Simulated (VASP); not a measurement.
Here is a VASP 6.6.1 calculation.

The input INCAR:

```
SYSTEM = Al2Cu
PREC = Accurate ; ENCUT = 600
EDIFF = 1E-6 ; ISMEAR = 0
SIGMA = 0.1 ; LREAL = .FALSE.
LASPH = .TRUE. ; NELM = 120
ALGO = Normal ; ISIF = 2
LWAVE = .FALSE. ; LCHARG = .FALSE.
GGA = PS ; NBANDS = 16
GGA_COMPAT = .FALSE.
```

The input KPOINTS:

```
regular mesh
0
G
  6 6 6
  0 0 0
```

File POSCAR:

```
Al2Cu
1.0
   -2.0246340906      2.0246340906      2.8630707062
    2.0246340906     -2.0246340906      2.8630707062
    2.0246340906      2.0246340906     -2.8630707062
Al Cu
2 1
Direct
    0.7500000000      0.2500000000      0.5000000000
    0.2500000000      0.7500000000      0.5000000000
    0.5000000000      0.5000000000      0.0000000000
```

Potentials or basis: VASP PAW PBE potentials, release 64 (Al, Cu).

Run with:

```bash
$ cat potpaw_PBE.64/Al/POTCAR potpaw_PBE.64/Cu/POTCAR > POTCAR
$ mpirun -np 1 vasp_std > vasp.out
```

Q: What does it give for the band gap on the k mesh?

A: Zero (an odd number of electrons rules out a gap without spin polarisation).

Q: Predict the pressure.

A: 0.1 GPa.

Caveat: the PAW data sets were made with another functional, which shifts forces and pressure a little.
